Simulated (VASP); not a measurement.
Crystal: SiC3.

```
C Si
1.0
     2.68678    0.00000    0.00000
     0.00000    2.79640    0.00000
     0.00000    0.00000    4.09004
C Si
3 1
Direct
  0.50000 0.00000 0.78909
  0.50000 0.50000 0.00045
  0.00000 0.50000 0.21255
  0.00000 0.00000 0.49791
```

This cell differs from its parent crystal: uniaxial x strain -3.9%.

Program: VASP 6.6.1. Alike in all runs: task single point; potentials or basis VASP PAW PBE potentials, release 64 (C, Si); no spin polarisation; cell as given; cutoff (eV) 520.

Task: Order these runs on this cell by their band gap on the k mesh, lowest first.
A. level HSE06; k mesh 6 × 6 × 4; smearing gaussian 0.01 eV; grid for exact exchange (PRECFOCK) Normal; share of exact exchange 0.25; screening parameter 0.2079 1/Å
B. level r2SCAN; k mesh 10 × 10 × 6; smearing gaussian 0.01 eV
C. level PBE; k mesh 10 × 10 × 6; smearing fermi-dirac 0.02 eV

Result: C (0.85 eV), B (1.12 eV), A (1.87 eV).

A k mesh can miss the band edges.
